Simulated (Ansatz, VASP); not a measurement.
# Sc in VASP and in Ansatz

Contents of INCAR:

```
SYSTEM = Sc
  ALGO = Fast
  EDIFF = 1E-6
  ENCUT = 520
  GGA = PS
  ISIF = 2
  ISMEAR = 0
  LASPH = .TRUE.
  LCHARG = .FALSE.
  LREAL = .FALSE.
  LWAVE = .FALSE.
  NBANDS = 12
  NELM = 80
  PREC = Accurate
  SIGMA = 0.15
```

Contents of KPOINTS:

```
k-points
0
G
  18 18 18
  0 0 0
```

POSCAR

```
Sc
1.0
    0.0000000000      2.2137375000      2.3840250000
    2.2137375000      0.0000000000      2.3840250000
    2.2137375000      2.2137375000      0.0000000000
Sc
1
Direct
    0.0000000000      0.0000000000      0.0000000000
```

Input for Ansatz:

```yaml
crystal:
  lattice:
    - [0.0, 2.2137375, 2.384025]
    - [2.2137375, 0.0, 2.384025]
    - [2.2137375, 2.2137375, 0.0]
  atoms:
    - { symbol: Sc, position: [0.0, 0.0, 0.0] }
basis:
  ecutwfc: 420
kpoints:
  mp_grid: { grid: [18, 18, 18] }
hamiltonian:
  xc: pbesol
scf:
  occupations: { method: gaussian, width: 0.15 }
output:
  forces: true
  stress: true
  eigenvalues: true
```

Change from the starting cell: strain -0.025 along x and y, +0.050 along z, atoms carried along.

Alike in both runs: task single point; functional PBEsol; k mesh 18 × 18 × 18; occupations gaussian, width 0.15 eV; no spin polarisation.

|  | VASP | Ansatz |
| --- | --- | --- |
| version | VASP 6.6.1 | Ansatz 0.2.0 |
| potentials or method | VASP PAW PBE potentials, release 64 (Sc_sv), cutoff 520 eV | scalar-relativistic, plane waves, PAW |
| valence electrons in the cell | 11 | 11 |

```csv
,VASP,Ansatz,Ansatz less VASP
gap on the k mesh at the Fermi level (eV),none,none,-
pressure (GPa),0.5,0.5,+0.05
"traceless stress, the component that is largest in VASP (GPa)",-1.66,-1.66,+0.007
```

VASP's potentials were made for PBE, not for PBEsol. A gap of «none» marks a metal or a gap that the smearing closes.
